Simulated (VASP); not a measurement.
Wanted: the native input for a VASP 6.6.1 run.

```
Task                   : relaxation of cell and atoms
Functional             : LDA
Potentials or basis    : VASP PAW LDA potentials, release 64 (Rb_sv, Cl)
Cutoff                 : 500 eV
k mesh                 : 6 × 6 × 6
Occupations            : gaussian, width 0.02 eV
Spin                   : no spin polarisation
Dipole correction      : no
Further INCAR settings : ALGO = Normal; EDIFF = 1e-07; IBRION = 2; EDIFFG = -0.005; NSW = 100; ISIF = 3
```

The structure of RbCl lies in POSCAR:

```
RbCl
1.0
    0.0000000000      3.2740000000      3.2740000000
    3.2740000000      0.0000000000      3.2740000000
    3.2740000000      3.2740000000      0.0000000000
Rb Cl
1 1
Direct
    0.0000000000      0.0000000000      0.0000000000
    0.5000000000      0.5000000000      0.5000000000
```

One way to write it, as run:

INCAR

```
ALGO = Normal ; EDIFF = 1E-7
EDIFFG = -0.005 ; ENCUT = 500
GGA_COMPAT = False ; IBRION = 2
ISIF = 3 ; ISMEAR = 0
LASPH = True ; LCHARG = False
LREAL = False ; LWAVE = False
NELM = 120 ; NELMIN = 4
NSW = 100 ; PREC = Accurate
SIGMA = 0.02
```

KPOINTS

```
k-points
0
Gamma
  6 6 6
```

Potentials or basis: VASP PAW LDA potentials, release 64 (Rb_sv, Cl).

Launch:

```sh
$ cat potpaw_LDA.64/Rb_sv/POTCAR potpaw_LDA.64/Cl/POTCAR > POTCAR
$ mpirun -np 1 vasp_std > vasp.out
```

It gave:

```json
{
  "Relaxed volume": "32.50 Å³/atom",
  "Relaxed cell": "a = 4.513 Å, b = 4.513 Å, c = 4.513 Å, α = 60.00°, β = 60.00°, γ = 60.00°",
  "Space group after relaxing (to 0.1 Å)": "Fm-3m (No. 225)",
  "Energy gained by relaxing": "12.2 meV/atom",
  "Ionic steps": "4",
  "Pressure after relaxing": "0.0 GPa",
  "Band gap on the k mesh": "4.85 eV"
}
```

It took 24 s on 1 thread of Intel(R) Xeon(R) Platinum 8488C (Sapphire Rapids) (shared host), peak memory 0.18 GiB.
